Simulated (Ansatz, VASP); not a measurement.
Two plane-wave programs on Be3Cl2

```
Be Cl
1.0
     4.32340   -3.01943    0.00000
     4.32340    3.01943    0.00000
    -1.06102    0.00000    3.82038
Be Cl
3 2
Direct
  0.46514 0.76967 0.06762
  0.23033 0.53486 0.93238
  0.29134 0.70866 0.50000
  0.86226 0.76574 0.14335
  0.23426 0.13774 0.85665
```

Alike in both runs: functional PBE; k mesh 4 × 4 × 4; occupations gaussian, width 0.1 eV; no spin polarisation.

Ansatz relaxed the structure, and its values are those at the end. VASP's run is a single point on that final structure, the one shown.

|  | VASP | Ansatz |
| --- | --- | --- |
| version | VASP 6.6.1 | Ansatz 0.2.0 |
| potentials or method | VASP PAW PBE potentials, release 64 (Be, Cl), cutoff 520 eV | scalar-relativistic, plane waves, PAW |
| valence electrons in the cell | 20 | 20 |

|  | VASP | Ansatz | Ansatz less VASP |
| --- | --- | --- | --- |
| gap on the k mesh at the Fermi level (eV) | 1.22 | 1.22 | -0.003 |
| least direct gap on the mesh (eV) | 1.35 | 1.35 | -0.003 |
| pressure (GPa) | 0.1 | 0.1 | 0.00 |
| rms of the force components (eV/Å) | 0.017 | 0.017 | 0.0000 |
